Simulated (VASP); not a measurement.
# BN (Fmm2) in VASP: further runs

BN is run at these levels: PBEsol; tasks: single point.

Program: VASP 6.6.1. These are calculated values, not measurements. Logs are shortened: lines on timing, memory, paths and dates and some standing lists are left out, and cuts for length are marked.

## Step 1: The cell of the first run

Symmetry: Fmm2, No. 42, orthorhombic system. The conventional cell has a = 2.493 Å, b = 5.880 Å, c = 4.301 Å, α = 90.00°, β = 90.00°, γ = 90.00°. Within 1.9 Å of B (site symmetry mm2) lie 3 N at 1.44 Å. Within 1.9 Å of N (site symmetry mm2) lie 3 B at 1.44 Å.

## Step 2: Single point, PBEsol

The input, INCAR:

```
PREC = Accurate
ENCUT = 520
EDIFF = 1E-6
ISMEAR = 0
SIGMA = 0.01
LREAL = False
LASPH = True
NELM = 60
ALGO = Normal
ISIF = 2
LWAVE = False
LCHARG = True
GGA = PS
LELF = True
LVHAR = True
NBANDS = 11
```

The input, KPOINTS:

```
Automatic mesh
0
Gamma
  10 10 10
```

The input, POSCAR:

```
BN
1.0
    0.0000000000      2.9397882214      2.1503416766
    1.2467190800      0.0000000000      2.1503416766
    1.2467190800      2.9397882214      0.0000000000
B N
1 1
Direct
    0.0002974165      0.0002974165      0.9997025835
    0.6664179001      0.6664179001      0.3335820999
```

Potentials or basis: VASP PAW PBE potentials, release 64 (B, N).

Run with:

```console
$ cat potpaw_PBE.64/B/POTCAR potpaw_PBE.64/N/POTCAR > POTCAR
$ mpirun -np 1 vasp_std > vasp.out
```

OUTCAR:

```text
PREC = Accurate
   ENCUT = 520
   EDIFF = 1E-6
   ISMEAR = 0
   LREAL = False
   LASPH = True
   NELM = 60
   ISIF = 2
   GGA = PS

 ion  position               nearest neighbor table
   1  0.000  0.000  1.000-   2 1.44   2 1.44   2 1.44
   2  0.666  0.666  0.334-   1 1.44   1 1.44   1 1.44

  LATTYP: Found a face centered orthorhombic cell.
 ALAT       =     2.4934381600
 B/A-ratio  =     1.7248004872
 C/A-ratio  =     2.3580197565

  Lattice vectors:

 A1 = (  -0.0000000000,   2.9397882214,   2.1503416766)
 A2 = (  -1.2467190800,   2.9397882214,   0.0000000000)
 A3 = (  -1.2467190800,   0.0000000000,   2.1503416766)

Analysis of symmetry for initial positions (statically):
=====================================================================
 Subroutine PRICEL returns:
 Original cell was already a primitive cell.

 Routine SETGRP: Setting up the symmetry group for a
 face centered orthorhombic supercell.

 Subroutine GETGRP returns: Found  4 space group operations
 (whereof  4 operations were pure point group operations)
 out of a pool of  8 trial point group operations.

The static configuration has the point symmetry C_2v.

Analysis of symmetry for dynamics (positions and initial velocities):
=====================================================================
 Subroutine PRICEL returns:
 Original cell was already a primitive cell.

 Routine SETGRP: Setting up the symmetry group for a
 face centered orthorhombic supercell.

 Subroutine GETGRP returns: Found  4 space group operations
 (whereof  4 operations were pure point group operations)
 out of a pool of  8 trial point group operations.

The dynamic configuration has the point symmetry C_2v.

 Subroutine INISYM returns: Found  4 space group operations
 (whereof  4 operations are pure point group operations),
 and found     1 'primitive' translations

----------------------------------------------------------------------------------------

                                     Primitive cell

  volume of cell :      15.7624

  direct lattice vectors                    reciprocal lattice vectors
     0.000000000  2.939788221  2.150341677    -0.401052657  0.170080279  0.232521187
     1.246719080  0.000000000  2.150341677     0.401052657 -0.170080279  0.232521187
     1.246719080  2.939788221  0.000000000     0.401052657  0.170080279 -0.232521187

  length of vectors
     3.642296544  2.485614168  3.193221454     0.493798175  0.493798175  0.493798175

  position of ions in fractional coordinates (direct lattice)
     0.000297416  0.000297416  0.999702584
     0.666417900  0.666417900  0.333582100

  ion indices of the primitive-cell ions
   primitive index   ion index
                 1           1
                 2           2

----------------------------------------------------------------------------------------

 KPOINTS: Automatic mesh

Automatic generation of k-mesh.
 Grid dimensions read from file:
 generate k-points for:   10   10   10

 Generating k-lattice:

  Cartesian coordinates                     Fractional coordinates (reciprocal lattice)
    -0.040105266  0.017008028  0.023252119     0.100000000  0.000000000 -0.000000000
     0.040105266 -0.017008028  0.023252119     0.000000000  0.100000000  0.000000000
     0.040105266  0.017008028 -0.023252119    -0.000000000  0.000000000  0.100000000

  Length of vectors
     0.049379818  0.049379818  0.049379818

  Shift w.r.t. Gamma in fractional coordinates (k-lattice)
     0.000000000  0.000000000  0.000000000

 Subroutine IBZKPT returns following result:
 ===========================================

 Found    171 irreducible k-points:

 Following reciprocal coordinates:
            Coordinates               Weight
  0.000000  0.000000  0.000000      1.000000
  0.100000  0.000000  0.000000      8.000000
  0.200000  0.000000  0.000000      8.000000
  0.300000  0.000000  0.000000      8.000000
  0.400000  0.000000  0.000000      8.000000
  0.500000  0.000000 -0.000000      4.000000
[... 16 lines left out ...]
  0.300000  0.300000  0.000000      2.000000
  0.400000  0.300000  0.000000      8.000000
 [... further k-points ...]
   k-points           NKPTS =    171   k-points in BZ     NKDIM =    171   number of bands    NBANDS=     11
   number of dos      NEDOS =    301   number of ions     NIONS =      2
   total plane-waves  NPLWV =  12096
   dimension x,y,z NGX =    28 NGY =   18 NGZ =   24
   dimension x,y,z NGXF=    56 NGYF=   36 NGZF=   48
   ions per type =               1   1
   NGX,Y,Z   is equivalent  to a cutoff of  12.78, 12.04, 12.49 a.u.
   NGXF,Y,Z  is equivalent  to a cutoff of  25.56, 24.08, 24.99 a.u.
 SYSTEM =  unknown system
   PREC   = accura    normal or accurate (medium, high low for compatibility)
   ISTART =      0    job   : 0-new  1-cont  2-samecut
   ICHARG =      2    charge: 1-file 2-atom 10-const
   ISPIN  =      1    spin polarized calculation?
   LNONCOLLINEAR =      F non collinear calculations
   LSORBIT =      F    spin-orbit coupling
   LASPH  =      T    aspherical Exc in radial PAW
   ENCUT  =  520.0 eV  38.22 Ry    6.18 a.u.   6.77  4.62  5.94*2*pi/ulx,y,z
   NELM   =     60;   NELMIN=  2; NELMDL= -5     # of ELM steps
   EDIFF  = 0.1E-05   stopping-criterion for ELM
   LREAL  =      F    real-space projection
   EDIFFG = 0.1E-04   stopping-criterion for IOM
   NSW    =      0    number of steps for IOM
   IBRION =     -1    ionic relax: 0-MD 1-quasi-New 2-CG
   NFREE  =      0    steps in history (QN), initial steepest desc. (CG)
   ISIF   =      2    stress and relaxation
   ISYM   =      2    0-nonsym 1-usesym 2-fastsym
   POTIM  = 0.5000    time-step for ionic-motion
   TEBEG  =    0.0;   TEEND  =   0.0 temperature during run
   PSTRESS=    0.0 pullay stress
   NELECT =       8.0000    total number of electrons
   NUPDOWN=      -1.0000    fix difference up-down
   EMIN   =  10.00;   EMAX   =-10.00  energy-range for DOS
   EFERMI =   0.00;   METHOD = LEGACY
   ISMEAR =     0;   SIGMA  =   0.01  broadening in eV -4-tet -1-fermi 0-gaus
   EFERMI_NEDOS =   21; number of points for ismear=-14 and -15
   IALGO  =     38    algorithm
   IMIX   =      4    mixing-type and parameters
     AMIX     =   0.40;   BMIX     =  1.00
     AMIX_MAG =   1.60;   BMIX_MAG =  1.00
  volume/ion in A,a.u.               =       7.88        53.18
  Fermi-wavevector in a.u.,A,eV,Ry     =   1.305863  2.467722 23.201701  1.705277
  Thomas-Fermi vector in A             =   2.436703
   LORBIT       =      0    0 simple, 1 ext, 2 COOP (PROOUT), +10 PAW based schemes
   GGA     = PS    functional components
   LHFCALC =     F    Hartree Fock is set to
   AEXX    =    0.0000 exact exchange contribution
   IVDW    =     0    specifies the selected vdW correction
   LEPSILON=     F    determine dielectric tensor
   LRPA    =     F    only Hartree local field effects (RPA)
 non-spin polarized calculation
 Gauss-broadening in eV      SIGMA  =   0.01
  energy-cutoff  :      520.00
  volume of cell :       15.76
 maximum number of plane-waves:       439
   NGX = 13   NGY =  9   NGZ = 11

 number of electron       8.0000000 magnetization

 Free energy of the ion-electron system (eV)
  ---------------------------------------------------
  ext. energy  EPLUGINS =         0.00000000
  ---------------------------------------------------
  free energy    TOTEN  =       -18.22498672 eV

  energy without entropy =      -18.22498672  energy(sigma->0) =      -18.22498672

 E-fermi :   4.0203     XC(G=0): -11.1588

 val. band max:        3.8879412898   @ k =   0.5000  -0.4000   0.1000
 cond. band min:       6.4563261694   @ k =   0.0000   0.5000   0.5000
 fundamental gap:      2.5683848797
 Fermi energy:         4.0202546155

 k-point     1 :       0.0000    0.0000    0.0000
  band No.  band energies     occupation
      1     -14.7566      2.00000
      2      -0.0049      2.00000
      3       2.0848      2.00000
      4       2.1002      2.00000
      5       9.3430      0.00000
      6      14.9866      0.00000
      7      15.2414      0.00000
      8      16.8781      0.00000
      9      19.0711      0.00000
     10      29.2836      0.00000
     11      31.0206      0.00000

 k-point     2 :       0.1000    0.0000    0.0000
  band No.  band energies     occupation
      1     -14.5392      2.00000
      2       0.0970      2.00000
      3       1.3034      2.00000
      4       1.7155      2.00000
      5       9.8608      0.00000
      6      15.0529      0.00000
      7      15.9101      0.00000
      8      16.0753      0.00000
      9      19.7366      0.00000
     10      28.3976      0.00000
     11      29.8277      0.00000

 k-point     3 :       0.2000    0.0000    0.0000
  band No.  band energies     occupation
      1     -13.9057      2.00000
      2      -0.6223      2.00000
      3       0.4831      2.00000
      4       0.8785      2.00000
      5      11.0048      0.00000
      6      14.1145      0.00000
      7      14.9767      0.00000
      8      18.1727      0.00000
      9      21.2239      0.00000
     10      25.3460      0.00000
     11      29.5493      0.00000

 k-point     4 :       0.3000    0.0000    0.0000
  band No.  band energies     occupation
      1     -12.9297      2.00000
      2      -2.8325      2.00000
      3       0.0245      2.00000
      4       1.1050      2.00000
      5      10.7710      0.00000
      6      13.1676      0.00000
      7      15.4093      0.00000
      8      21.1364      0.00000
      9      22.4218      0.00000
     10      23.9760      0.00000
     11      28.2064      0.00000

 k-point     5 :       0.4000    0.0000    0.0000
  band No.  band energies     occupation
      1     -11.8283      2.00000
      2      -4.7876      2.00000
      3      -0.5654      2.00000
      4       1.9135      2.00000
      5       8.8252      0.00000
      6      13.4560      0.00000
      7      16.8070      0.00000
      8      21.7259      0.00000
      9      24.1159      0.00000
     10      25.0559      0.00000
     11      27.2702      0.00000
[... 211 lines left out ...]
 k-point    21 :      -0.3000    0.2000    0.0000
  band No.  band energies     occupation
      1     -11.3627      2.00000
      2      -4.5521      2.00000
      3      -2.3210      2.00000
      4       2.1604      2.00000
      5       8.8792      0.00000
      6      15.2646      0.00000
      7      17.4082      0.00000
      8      19.9893      0.00000
      9      22.0872      0.00000
     10      25.8872      0.00000
     11      28.2799      0.00000

 k-point    22 :      -0.2000    0.2000    0.0000
  band No.  band energies     occupation
      1     -12.3566      2.00000
      2      -3.1755      2.00000
      3      -1.3647      2.00000
      4       1.2865      2.00000
      5      10.3112      0.00000
      6      14.6890      0.00000
      7      16.5143      0.00000
      8      19.6879      0.00000
      9      20.9085      0.00000
     10      25.0956      0.00000
     11      29.0071      0.00000

 k-point    23 :       0.3000    0.3000    0.0000
  band No.  band energies     occupation
      1     -13.0313      2.00000
      2      -3.0521      2.00000
      3       0.0408      2.00000
      4       1.9469      2.00000
      5      11.6864      0.00000
      6      12.8692      0.00000
      7      15.0910      0.00000
      8      20.8474      0.00000
      9      21.4027      0.00000
     10      25.5877      0.00000
     11      26.1863      0.00000

 k-point    24 :       0.4000    0.3000    0.0000
  band No.  band energies     occupation
      1     -12.3573      2.00000
      2      -4.0691      2.00000
      3      -0.8283      2.00000
      4       2.5607      2.00000
      5      11.4061      0.00000
      6      12.8994      0.00000
      7      15.8151      0.00000
      8      19.9269      0.00000
      9      22.1728      0.00000
     10      23.5952      0.00000
     11      28.5220      0.00000

 [... further k-points ...]
[... 5 lines left out ...]
  --------------------------------------------------------------------------------------
  -------------------------------------------------------------------------------------
  Total        0.8445337      0.7648620      0.8446164      0.0000000      0.0000000      0.0000000
  in kB       85.8431110     77.7448378     85.8515171      0.0000000      0.0000000      0.0000000
  external PRESSURE =      83.1464886 kB  Pullay stress =       0.0000000 kB

 VOLUME and BASIS-vectors are now :
 -----------------------------------------------------------------------------
  energy-cutoff  :      520.00
  volume of cell :       15.76
      direct lattice vectors                 reciprocal lattice vectors
     0.000000000  2.939788221  2.150341677    -0.401052657  0.170080279  0.232521187
     1.246719080  0.000000000  2.150341677     0.401052657 -0.170080279  0.232521187
     1.246719080  2.939788221  0.000000000     0.401052657  0.170080279 -0.232521187

 POSITION                                       TOTAL-FORCE (eV/Angst)
 -----------------------------------------------------------------------------------
      1.24672      2.93979      0.00128         0.000000      0.000000      0.000438
      1.24672      2.93979      2.86605         0.000000      0.000000     -0.000438
 -----------------------------------------------------------------------------------
    total drift:                               -0.000003     -0.000007     -0.000016

  FREE ENERGIE OF THE ION-ELECTRON SYSTEM (eV)
  ---------------------------------------------------
  free  energy   TOTEN  =       -18.2249867215 eV

  energy  without entropy=      -18.2249867215  energy(sigma->0) =      -18.22498672
```

Wall time 54 s (1 thread of AMD EPYC 7R13, shared host); peak memory 0.12 GiB.

What came out:

- Free energy: -18.2250 eV
- Pressure: 8.3 GPa
- Band gap on the k mesh: 2.57 eV, indirect (least direct gap 4.51 eV)

Levels at points of the mesh, in eV from the valence-band top:
```csv
k point,band 2,band 3,band 4,band 5,band 6,band 7
"(0.00, 0.00, 0.00)",-3.89,-1.80,-1.79,5.46,11.10,11.35
"(0.50, 0.00, 0.00)",-9.56,-4.66,-1.51,4.00,9.62,13.84
"(0.50, 0.50, 0.00)",-9.85,-4.65,-0.23,6.41,9.19,12.36
"(0.50, 0.00, 0.50)",-7.59,-1.91,-1.76,10.92,10.94,11.17
"(0.00, 0.50, 0.50)",-9.20,-4.84,-2.64,2.57,9.26,15.51
```

Caveat: the PAW data sets were made with another functional, which shifts forces and pressure a little.

## Step 3: Single point, PBEsol

This run uses another cell than the first one, of 8.09 Å³/atom, 1.026 times its volume.

The input, INCAR:

```
SYSTEM = BN
PREC = Accurate ; ENCUT = 520
EDIFF = 1E-6 ; ISMEAR = 0
SIGMA = 0.01 ; LREAL = .FALSE.
LASPH = .TRUE. ; NELM = 60
ALGO = Normal ; ISIF = 2
LWAVE = .FALSE. ; LCHARG = .TRUE.
GGA = PS ; LELF = .TRUE.
LVHAR = .TRUE. ; NBANDS = 11
```

The input, KPOINTS:

```
regular mesh
0
G
  10 10 10
  0 0 0
```

The input, POSCAR:

```
BN
1.0
    0.0000000000      3.0089496211      2.1542043702
    1.2480326006      0.0000000000      2.1542043702
    1.2480326006      3.0089496211      0.0000000000
B N
1 1
Direct
    0.0002511216      0.0002511216      0.9997488784
    0.6664641950      0.6664641950      0.3335358050
```

Potentials or basis: VASP PAW PBE potentials, release 64 (B, N).

Run with:

```console
$ cat potpaw_PBE.64/B/POTCAR potpaw_PBE.64/N/POTCAR > POTCAR
$ mpirun -np 1 vasp_std > vasp.out
```

It took 62 s on 1 thread of AMD EPYC 7R13, shared host; peak memory 0.12 GiB.

Results (log left out):

| Quantity | Value |
| --- | --- |
| Free energy | -18.2432 eV |
| Pressure | 6.3 GPa |
| Band gap on the k mesh | 2.77 eV, indirect (least direct gap 4.52 eV) |

Stress tensor (GPa, compression positive):
```
6.59 0.00 0.00
0.00 5.77 0.00
0.00 0.00 6.59
```

Levels at points of the mesh, in eV from the valence-band top:
```
           k point  band 1  band 2  band 3  band 4  band 5  band 6  band 7  band 8  band 9
(0.00, 0.00, 0.00)  -18.47   -3.98   -1.72   -1.71    5.32   11.17   11.39   13.01   15.05
(0.50, 0.00, 0.00)  -15.02   -9.44   -4.57   -1.41    4.10    9.65   13.74   17.18   21.25
(0.50, 0.50, 0.00)  -15.16   -9.69   -4.55   -0.27    6.32    9.20   12.29   14.53   19.98
(0.50, 0.00, 0.50)  -17.86   -7.34   -1.81   -1.69   10.76   11.04   11.24   12.63   18.03
(0.00, 0.50, 0.50)  -14.80   -9.13   -4.71   -2.42    2.77    9.38   15.32   19.79   21.40
```

Caveat: the PAW data sets were made with another functional, which shifts forces and pressure a little.

(Continued in part 2 of 2.)
